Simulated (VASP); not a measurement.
# N (Pa-3) in VASP: single point with r2SCAN

Aim: the single point of N with r2SCAN.

Program: VASP 6.6.1. These are calculated values, not measurements. Logs are shortened: lines on timing, memory, paths and dates and some standing lists are left out, and cuts for length are marked.

## (1) The cell of the first run

Symmetry: Pa-3, No. 205, cubic system. Conventional cell: a = 5.561 Å, b = 5.561 Å, c = 5.561 Å, α = 90.00°, β = 90.00°, γ = 90.00°. N (site symmetry 3) has 1 N at 1.11 Å within 1.5 Å.

## (2) Single point, r2SCAN

POSCAR

```
N
1.0
    5.5605176600      0.0000000000      0.0000000000
    0.0000000000      5.5605176600      0.0000000000
    0.0000000000      0.0000000000      5.5605176600
N
8
Direct
    0.0573973300      0.4426026700      0.5573973300
    0.4426026700      0.5573973300      0.0573973300
    0.5573973300      0.0573973300      0.4426026700
    0.9426026700      0.9426026700      0.9426026700
    0.9426026700      0.5573973300      0.4426026700
    0.5573973300      0.4426026700      0.9426026700
    0.4426026700      0.9426026700      0.5573973300
    0.0573973300      0.0573973300      0.0573973300
```

INCAR.step1

```
  PREC = Accurate
  ENCUT = 1460
  ISMEAR = -1
  SIGMA = 0.05
  LREAL = F
  LASPH = T
  NELM = 120
  NBANDS = 30
  GGA = PE
  ALGO = Normal
  EDIFF = 1E-5
  LWAVE = T
  LCHARG = F
  GGA_COMPAT = F
```

INCAR.step2

```
  PREC = Accurate
  ENCUT = 1460
  EDIFF = 1E-6
  ISMEAR = -1
  SIGMA = 0.05
  LREAL = F
  LASPH = T
  NELM = 120
  ALGO = Normal
  ISIF = 2
  LWAVE = F
  LCHARG = T
  METAGGA = R2SCAN
  LMIXTAU = T
  LELF = T
  LVHAR = T
  NBANDS = 30
  ISTART = 1
  GGA_COMPAT = F
```

KPOINTS

```
regular mesh
0
Gamma
  5 5 5
```

Potentials or basis: VASP PAW PBE potentials, release 64 (N_h).

Launch:

```bash
cat potpaw_PBE.64/N_h/POTCAR > POTCAR
cp INCAR.step1 INCAR
mpirun -np 1 vasp_std > vasp.out
cp INCAR.step2 INCAR
mpirun -np 1 vasp_std > vasp.out
```

OUTCAR:

```text
PREC = Accurate
   ENCUT = 1460
   EDIFF = 1E-6
   ISMEAR = -1
   LREAL = F
   LASPH = T
   NELM = 120
   ISIF = 2
   METAGGA = R2SCAN
   ISTART = 1

 ion  position               nearest neighbor table
   1  0.057  0.443  0.557-   5 1.11
   2  0.443  0.557  0.057-   6 1.11
   3  0.557  0.057  0.443-   7 1.11
   4  0.943  0.943  0.943-   8 1.11
   5  0.943  0.557  0.443-   1 1.11
   6  0.557  0.443  0.943-   2 1.11
   7  0.443  0.943  0.557-   3 1.11
   8  0.057  0.057  0.057-   4 1.11

  LATTYP: Found a simple cubic cell.
 ALAT       =     5.5605176600

  Lattice vectors:

 A1 = (   5.5605176600,   0.0000000000,   0.0000000000)
 A2 = (   0.0000000000,   5.5605176600,   0.0000000000)
 A3 = (   0.0000000000,   0.0000000000,   5.5605176600)

Analysis of symmetry for initial positions (statically):
=====================================================================
 Subroutine PRICEL returns:
 Original cell was already a primitive cell.

 Routine SETGRP: Setting up the symmetry group for a
 simple cubic supercell.

 Subroutine GETGRP returns: Found 24 space group operations
 (whereof  6 operations were pure point group operations)
 out of a pool of 48 trial point group operations.

The static configuration has the point symmetry S_6 .
 The point group associated with its full space group is T_h .

Analysis of symmetry for dynamics (positions and initial velocities):
=====================================================================
 Subroutine PRICEL returns:
 Original cell was already a primitive cell.

 Routine SETGRP: Setting up the symmetry group for a
 simple cubic supercell.

 Subroutine GETGRP returns: Found 24 space group operations
 (whereof  6 operations were pure point group operations)
 out of a pool of 48 trial point group operations.

The dynamic configuration has the point symmetry S_6 .
 The point group associated with its full space group is T_h .

 Subroutine INISYM returns: Found 24 space group operations
 (whereof  6 operations are pure point group operations),
 and found     1 'primitive' translations

----------------------------------------------------------------------------------------

                                     Primitive cell

  volume of cell :     171.9276

  direct lattice vectors                    reciprocal lattice vectors
     5.560517660  0.000000000  0.000000000     0.179839371  0.000000000  0.000000000
     0.000000000  5.560517660  0.000000000     0.000000000  0.179839371  0.000000000
     0.000000000  0.000000000  5.560517660     0.000000000  0.000000000  0.179839371

  length of vectors
     5.560517660  5.560517660  5.560517660     0.179839371  0.179839371  0.179839371

  position of ions in fractional coordinates (direct lattice)
     0.057397330  0.442602670  0.557397330
     0.442602670  0.557397330  0.057397330
     0.557397330  0.057397330  0.442602670
     0.942602670  0.942602670  0.942602670
     0.942602670  0.557397330  0.442602670
     0.557397330  0.442602670  0.942602670
     0.442602670  0.942602670  0.557397330
     0.057397330  0.057397330  0.057397330

  ion indices of the primitive-cell ions
   primitive index   ion index
                 1           1
                 2           2
                 3           3
                 4           4
                 5           5
                 6           6
                 7           7
                 8           8

----------------------------------------------------------------------------------------

 KPOINTS: regular mesh

Automatic generation of k-mesh.
 Grid dimensions read from file:
 generate k-points for:    5    5    5

 Generating k-lattice:

  Cartesian coordinates                     Fractional coordinates (reciprocal lattice)
     0.035967874  0.000000000  0.000000000     0.200000000  0.000000000  0.000000000
     0.000000000  0.035967874  0.000000000     0.000000000  0.200000000  0.000000000
     0.000000000  0.000000000  0.035967874     0.000000000  0.000000000  0.200000000

  Length of vectors
     0.035967874  0.035967874  0.035967874

  Shift w.r.t. Gamma in fractional coordinates (k-lattice)
     0.000000000  0.000000000  0.000000000

 Subroutine IBZKPT returns following result:
 ===========================================

 Found     11 irreducible k-points:

 Following reciprocal coordinates:
            Coordinates               Weight
  0.000000  0.000000  0.000000      1.000000
  0.200000  0.000000  0.000000      6.000000
  0.400000  0.000000  0.000000      6.000000
  0.200000  0.200000  0.000000     12.000000
  0.400000  0.200000  0.000000     12.000000
 -0.200000  0.400000  0.000000     12.000000
  0.400000  0.400000  0.000000     12.000000
  0.200000  0.200000  0.200000      8.000000
  0.400000  0.200000  0.200000     24.000000
  0.400000  0.400000  0.200000     24.000000
  0.400000  0.400000  0.400000      8.000000
   k-points           NKPTS =     11   k-points in BZ     NKDIM =     11   number of bands    NBANDS=     30
   number of dos      NEDOS =    301   number of ions     NIONS =      8
   total plane-waves  NPLWV = 343000
   dimension x,y,z NGX =    70 NGY =   70 NGZ =   70
   dimension x,y,z NGXF=   140 NGYF=  140 NGZF=  140
   ions per type =               8
   NGX,Y,Z   is equivalent  to a cutoff of  20.93, 20.93, 20.93 a.u.
   NGXF,Y,Z  is equivalent  to a cutoff of  41.86, 41.86, 41.86 a.u.
 SYSTEM =  unknown system
   PREC   = accura    normal or accurate (medium, high low for compatibility)
   ISTART =      1    job   : 0-new  1-cont  2-samecut
   ICHARG =      0    charge: 1-file 2-atom 10-const
   ISPIN  =      1    spin polarized calculation?
   LNONCOLLINEAR =      F non collinear calculations
   LSORBIT =      F    spin-orbit coupling
   LASPH  =      T    aspherical Exc in radial PAW
   ENCUT  = 1460.0 eV 107.31 Ry   10.36 a.u.  17.32 17.32 17.32*2*pi/ulx,y,z
   NELM   =    120;   NELMIN=  2; NELMDL=  0     # of ELM steps
   EDIFF  = 0.1E-05   stopping-criterion for ELM
   LREAL  =      F    real-space projection
   EDIFFG = 0.1E-04   stopping-criterion for IOM
   NSW    =      0    number of steps for IOM
   IBRION =     -1    ionic relax: 0-MD 1-quasi-New 2-CG
   NFREE  =      0    steps in history (QN), initial steepest desc. (CG)
   ISIF   =      2    stress and relaxation
   ISYM   =      2    0-nonsym 1-usesym 2-fastsym
   POTIM  = 0.5000    time-step for ionic-motion
   TEBEG  =    0.0;   TEEND  =   0.0 temperature during run
   PSTRESS=    0.0 pullay stress
   NELECT =      40.0000    total number of electrons
   NUPDOWN=      -1.0000    fix difference up-down
   EMIN   =  10.00;   EMAX   =-10.00  energy-range for DOS
   EFERMI =   0.00;   METHOD = LEGACY
   ISMEAR =    -1;   SIGMA  =   0.05  broadening in eV -4-tet -1-fermi 0-gaus
   EFERMI_NEDOS =   21; number of points for ismear=-14 and -15
   IALGO  =     38    algorithm
   IMIX   =      4    mixing-type and parameters
     AMIX     =   0.40;   BMIX     =  1.00
     AMIX_MAG =   1.60;   BMIX_MAG =  1.00
  volume/ion in A,a.u.               =      21.49       145.03
  Fermi-wavevector in a.u.,A,eV,Ry     =   1.006884  1.902736 13.793806  1.013816
  Thomas-Fermi vector in A             =   2.139655
   LORBIT       =      0    0 simple, 1 ext, 2 COOP (PROOUT), +10 PAW based schemes
   METAGGA = R2SCAN    functional components
   LHFCALC =     F    Hartree Fock is set to
   AEXX    =    0.0000 exact exchange contribution
   IVDW    =     0    specifies the selected vdW correction
   LEPSILON=     F    determine dielectric tensor
   LRPA    =     F    only Hartree local field effects (RPA)
 non-spin polarized calculation
  energy-cutoff  :     1460.00
  volume of cell :      171.93
 maximum number of plane-waves:     21879
 NGX is ok and might be reduce to    70
   NGX = 35   NGY = 35   NGZ = 35

 number of electron      40.0000000 magnetization

 Free energy of the ion-electron system (eV)
  ---------------------------------------------------
  ext. energy  EPLUGINS =         0.00000000
  ---------------------------------------------------
  free energy    TOTEN  =       -73.77784085 eV

  energy without entropy =      -73.77784085  energy(sigma->0) =      -73.77784085

 E-fermi :  -5.3553     XC(G=0):  -6.8172

 val. band max:       -6.5987445943   @ k =   0.4000   0.0000   0.0000
 cond. band min:       1.3654007846   @ k =   0.0000   0.0000   0.0000
 fundamental gap:      7.9641453789
 Fermi energy:        -5.3552781973

 k-point     1 :       0.0000    0.0000    0.0000
  band No.  band energies     occupation
      1     -25.6311      2.00000
      2     -25.5615      2.00000
      3     -25.5615      2.00000
      4     -25.5615      2.00000
      5     -10.5089      2.00000
      6     -10.5089      2.00000
[... 22 lines left out ...]
     29       5.7637      0.00000
     30       8.8511      0.00000

 k-point     2 :       0.2000    0.0000    0.0000
  band No.  band energies     occupation
      1     -25.6244      2.00000
      2     -25.5681      2.00000
      3     -25.5614      2.00000
      4     -25.5614      2.00000
      5     -10.5051      2.00000
      6     -10.5041      2.00000
[... 22 lines left out ...]
     29       5.8472      0.00000
     30       7.9109      0.00000

 k-point     3 :       0.4000    0.0000    0.0000
  band No.  band energies     occupation
      1     -25.6070      2.00000
      2     -25.5855      2.00000
      3     -25.5613      2.00000
      4     -25.5613      2.00000
      5     -10.4981      2.00000
      6     -10.4970      2.00000
[... 22 lines left out ...]
     29       6.1913      0.00000
     30       6.8953      0.00000

 k-point     4 :       0.2000    0.2000    0.0000
  band No.  band energies     occupation
      1     -25.6184      2.00000
      2     -25.5674      2.00000
      3     -25.5674      2.00000
      4     -25.5620      2.00000
      5     -10.5034      2.00000
      6     -10.4914      2.00000
[... 22 lines left out ...]
     29       5.9329      0.00000
     30       7.9141      0.00000

 k-point     5 :       0.4000    0.2000    0.0000
  band No.  band energies     occupation
      1     -25.6026      2.00000
      2     -25.5831      2.00000
      3     -25.5656      2.00000
      4     -25.5635      2.00000
      5     -10.4958      2.00000
      6     -10.4921      2.00000
[... 22 lines left out ...]
     29       6.2737      0.00000
     30       6.9548      0.00000

 k-point     6 :      -0.2000    0.4000    0.0000
  band No.  band energies     occupation
      1     -25.6026      2.00000
      2     -25.5831      2.00000
      3     -25.5656      2.00000
      4     -25.5635      2.00000
      5     -10.4971      2.00000
      6     -10.4893      2.00000
[... 22 lines left out ...]
     29       6.2723      0.00000
     30       6.9532      0.00000

 k-point     7 :       0.4000    0.4000    0.0000
  band No.  band energies     occupation
      1     -25.5911      2.00000
      2     -25.5770      2.00000
      3     -25.5770      2.00000
      4     -25.5695      2.00000
      5     -10.4879      2.00000
      6     -10.4721      2.00000
[... 22 lines left out ...]
     29       6.5768      0.00000
     30       7.1765      0.00000

 k-point     8 :       0.2000    0.2000    0.2000
  band No.  band energies     occupation
      1     -25.6130      2.00000
      2     -25.5673      2.00000
      3     -25.5673      2.00000
      4     -25.5673      2.00000
      5     -10.4964      2.00000
      6     -10.4964      2.00000
[... 22 lines left out ...]
     29       6.0222      0.00000
     30       7.8156      0.00000

 k-point     9 :       0.4000    0.2000    0.2000
  band No.  band energies     occupation
      1     -25.5988      2.00000
      2     -25.5814      2.00000
      3     -25.5672      2.00000
      4     -25.5672      2.00000
      5     -10.4963      2.00000
      6     -10.4916      2.00000
[... 22 lines left out ...]
     29       6.3621      0.00000
     30       7.0180      0.00000

 k-point    10 :       0.4000    0.4000    0.2000
  band No.  band energies     occupation
      1     -25.5889      2.00000
      2     -25.5769      2.00000
      3     -25.5769      2.00000
      4     -25.5715      2.00000
      5     -10.4938      2.00000
      6     -10.4843      2.00000
[... 22 lines left out ...]
     29       6.6761      0.00000
     30       7.2075      0.00000

 k-point    11 :       0.4000    0.4000    0.4000
  band No.  band energies     occupation
      1     -25.5834      2.00000
      2     -25.5768      2.00000
      3     -25.5768      2.00000
      4     -25.5768      2.00000
      5     -10.4989      2.00000
      6     -10.4989      2.00000
[... 22 lines left out ...]
     29       6.9845      0.00000
     30       7.3896      0.00000

------------------------ aborting loop because EDIFF is reached ----------------------------------------

  FORCE on cell =-STRESS in cart. coord.  units (eV):
  Direction    XX          YY          ZZ          XY          YZ          ZX
  --------------------------------------------------------------------------------------
  -------------------------------------------------------------------------------------
  Total       -2.6367322     -2.6367322     -2.6367322      0.0000000      0.0000000      0.0000000
  in kB      -24.5714585    -24.5714585    -24.5714585      0.0000000      0.0000000      0.0000000
  external PRESSURE =     -24.5714585 kB  Pullay stress =       0.0000000 kB

 VOLUME and BASIS-vectors are now :
 -----------------------------------------------------------------------------
  energy-cutoff  :     1460.00
  volume of cell :      171.93
      direct lattice vectors                 reciprocal lattice vectors
     5.560517660  0.000000000  0.000000000     0.179839371  0.000000000  0.000000000
     0.000000000  5.560517660  0.000000000     0.000000000  0.179839371  0.000000000
     0.000000000  0.000000000  5.560517660     0.000000000  0.000000000  0.179839371

 POSITION                                       TOTAL-FORCE (eV/Angst)
 -----------------------------------------------------------------------------------
      0.31916      2.46110      3.09942        -1.082022      1.082022     -1.082022
      2.46110      3.09942      0.31916         1.082022     -1.082022     -1.082022
      3.09942      0.31916      2.46110        -1.082022     -1.082022      1.082022
      5.24136      5.24136      5.24136         1.082022      1.082022      1.082022
      5.24136      3.09942      2.46110         1.082022     -1.082022      1.082022
      3.09942      2.46110      5.24136        -1.082022      1.082022      1.082022
      2.46110      5.24136      3.09942         1.082022      1.082022     -1.082022
      0.31916      0.31916      0.31916        -1.082022     -1.082022     -1.082022
 -----------------------------------------------------------------------------------
    total drift:                               -0.000000      0.000000      0.000000

  FREE ENERGIE OF THE ION-ELECTRON SYSTEM (eV)
  ---------------------------------------------------
  free  energy   TOTEN  =       -73.7778408519 eV

  energy  without entropy=      -73.7778408518  energy(sigma->0) =      -73.77784085
```

Run time: 9.9 min. Hardware: 1 thread of Intel Xeon Platinum 8488C (Sapphire Rapids), shared host; peak memory 0.85 GiB.

What came out:

- Free energy: -73.7778 eV
- Pressure: -2.5 GPa
- Largest force: 1.874 eV/Å
- Band gap on the k mesh: 7.96 eV (least direct gap 7.99 eV)

Forces in eV/Å, atoms in the order of the input:
```
N   -1.082  1.082 -1.082
N    1.082 -1.082 -1.082
N   -1.082 -1.082  1.082
N    1.082  1.082  1.082
N    1.082 -1.082  1.082
N   -1.082  1.082  1.082
N    1.082  1.082 -1.082
N   -1.082 -1.082 -1.082
```

Caveat: the PAW data sets were made with another functional, which shifts forces and pressure a little; an odd mesh through Γ misses points on the zone boundary, where band edges can lie.
